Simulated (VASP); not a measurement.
Crystal: LiH3.

```
Li H
1.0
     4.15660    0.00000    0.00000
    -2.07830    3.59972    0.00000
     0.00000    0.00000    5.38887
Li H
1 3
Direct
  0.00000 0.00000 0.50000
  0.00000 0.00000 0.81361
  0.00000 0.00000 0.18639
  0.00000 0.00000 0.00000
```

The cell was built from a structure type or drawn by symmetry, and may not be a known phase.

```yaml
Program: VASP 6.6.1
Task: relaxation of cell and atoms
Functional: PBE
Potentials_or_basis: VASP PAW PBE potentials, release 64 (Li_sv, H)
Cutoff: 600 eV
k_mesh: 6 × 6 × 6
Occupations: gaussian, width 0.02 eV
Spin: no spin polarisation
```

At the start: pressure 0.1 GPa; volume 20.16 Å³/atom.

Task: How do energy, volume and symmetry change on relaxing?

Result: Over 20 steps the energy falls by 4.1 meV/atom and the volume is 25.02 Å³/atom (+24.1 %); space group P6/mmm (No. 191, to 0.1 Å) before and after.

The path:
```tsv
step	energy change (eV)	largest force (eV/Å)	pressure (GPa)	volume (Å³)
1	0.0000	0.0314	0.15	80.63
2	-0.0004	0.0041	0.17	80.85
3	-0.0011	0.0787	0.24	81.50
4	-0.0014	0.0763	0.24	81.67
5	-0.0021	0.0692	0.22	82.18
6	-0.0035	0.0551	0.18	83.19
7	-0.0060	0.0270	0.10	85.25
8	-0.0096	0.0280	-0.04	89.45
9	-0.0110	0.1339	-0.32	98.21
10	-0.0115	0.1003	-0.23	95.33
11	-0.0120	0.0934	-0.22	95.87
12	-0.0133	0.0730	-0.21	97.52
13	-0.0150	0.0320	-0.18	100.86
14	-0.0135	0.0510	-0.15	107.70
15	-0.0153	0.0113	-0.16	102.56
16	-0.0156	0.0028	-0.13	101.99
17	-0.0162	0.0230	-0.02	100.31
18	-0.0162	0.0261	-0.01	100.10
19	-0.0162	0.0141	-0.01	100.09
20	-0.0163	0.0042	-0.01	100.08
```

Final structure:
```
CELL_PARAMETERS angstrom
4.62105 0.00000 0.00000
-2.31053 4.00195 0.00000
0.00000 0.00000 5.41145
ATOMIC_POSITIONS crystal
Li 0.00000 0.00000 0.50000
H 0.00000 0.00000 0.81409
H 0.00000 0.00000 0.18591
H 0.00000 0.00000 0.00000
```

Caveat: the cutoff is under 1.25 times the usual one of these potentials, so pressure, stress and relaxed cells hold a basis-set (Pulay) error; the volume moved by over 15 % at a fixed basis, so the end points are rough.
